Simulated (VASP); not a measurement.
Input of a VASP 6.6.1 run:

Contents of INCAR:

```
SYSTEM = Fe
PREC = Accurate
ENCUT = 520
EDIFF = 1E-6
ISMEAR = -1
SIGMA = 0.15
LREAL = .FALSE.
LASPH = .TRUE.
NELM = 150
ALGO = Normal
ISIF = 2
LWAVE = .FALSE.
LCHARG = .TRUE.
ISPIN = 2
MAGMOM = 4.5
LORBIT = 11
LMAXMIX = 4
GGA = CA
LELF = .TRUE.
LVHAR = .TRUE.
NBANDS = 14
```

Contents of KPOINTS:

```
Automatic mesh
0
G
  9 9 9
  0 0 0
```

POSCAR

```
Fe
1.0
    0.0000000000      1.9454533414      1.9455296630
    1.3761250784      0.0000000000      1.9455296630
    1.3761250784      1.9454533414      0.0000000000
Fe
1
Direct
    0.0000000000      0.0000000000      0.0000000000
```

Potentials or basis: VASP PAW LDA potentials, release 64 (Fe).

Run with:

```console
$ cat potpaw_LDA.64/Fe/POTCAR > POTCAR
$ mpirun -np 1 vasp_std > vasp.out
```

(1) Predict the net moment.

(2) Estimate the site moments.

(3) Estimate the pressure.

Results:

(1) 1.95 μB per cell.

(2) Fe +1.91 μB.

(3) -1.1 GPa.
